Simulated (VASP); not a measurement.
Runs of VASP 6.6.1 on CdS. The structure is that of space group I-4m2 (No. 119), or close to it. The cells are those of the table. 

```tsv
task	level	cell	k mesh	gap on the mesh (eV)	pressure (GPa)
dielectric tensor	r2SCAN	a = 4.196, b = 4.196, c = 3.990 Å, angles 61.6, 61.6, 56.8°, 2 atoms	6 × 6 × 6	1.47	-
single point	PBE	a = 4.185, b = 4.185, c = 4.032 Å, angles 61.2, 61.2, 57.6°, 2 atoms	4 × 4 × 4	1.04	(b)
single point	PBE	a = 4.196, b = 4.196, c = 3.990 Å, angles 61.6, 61.6, 56.8°, 2 atoms	4 × 4 × 4	1.01	(a)
dielectric tensor	r2SCAN	a = 4.185, b = 4.185, c = 4.032 Å, angles 61.2, 61.2, 57.6°, 2 atoms	6 × 6 × 6	1.49	-
```

Alike in all rows: no spin polarisation; smearing gaussian 0.01 eV.

Question: Fill in the values left out.

Answer: (a) 3.3; (b) 3.0.

Caveats: some runs use coarse meshes; the structure was generated, so it needn't be the stable form of CdS; the PAW data sets were made with another functional, which shifts forces and pressure a little (at least some runs).

A k mesh can miss the band edges, and the runs leave out spin-orbit coupling on Cd.
